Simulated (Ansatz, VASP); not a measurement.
## AlNi in VASP and in Ansatz

```
CELL_PARAMETERS angstrom
2.90962 0.00000 0.00000
0.00000 2.90962 0.00000
0.00000 0.00000 2.90962
ATOMIC_POSITIONS crystal
Al 0.00000 0.00000 0.96680
Ni 0.50000 0.50000 0.51526
```

Change from the starting cell: mode 6 frozen in at -0.095 Å, equal normal strain along x, y and z +0.0167.

Alike in both runs: task single point; functional PBEsol; k mesh 16 × 16 × 16; occupations gaussian, width 0.15 eV; no spin polarisation.

```csv
,VASP,Ansatz
version,VASP 6.6.1,Ansatz 0.2.0
potentials or method,"VASP PAW PBE potentials, release 64 (Al, Ni), cutoff 520 eV","scalar-relativistic, plane waves, PAW"
valence electrons in the cell,13,21
```

Ansatz gave:

```
gap on the k mesh at the Fermi level (eV)                     : none
pressure (GPa)                                                : -6.5
traceless stress, the component that is largest in VASP (GPa) : -0.50
rms of the force components (eV/Å)                            : 0.413
```

Problem. Which values does VASP return?

Solution. gap on the k mesh at the Fermi level (eV): none; pressure (GPa): -6.3; traceless stress, the component that is largest in VASP (GPa): -0.50; rms of the force components (eV/Å): 0.416.

VASP's potentials were made for PBE, not for PBEsol, and Ansatz warns of the same on its side. Atom by atom the forces differ by 0.003 eV/Å (rms over components). A gap of «none» marks a metal or a gap that the smearing closes. VASP's potentials hold 13 valence electrons a cell and Ansatz's 21, so a difference there can come from the potentials and not from the codes.
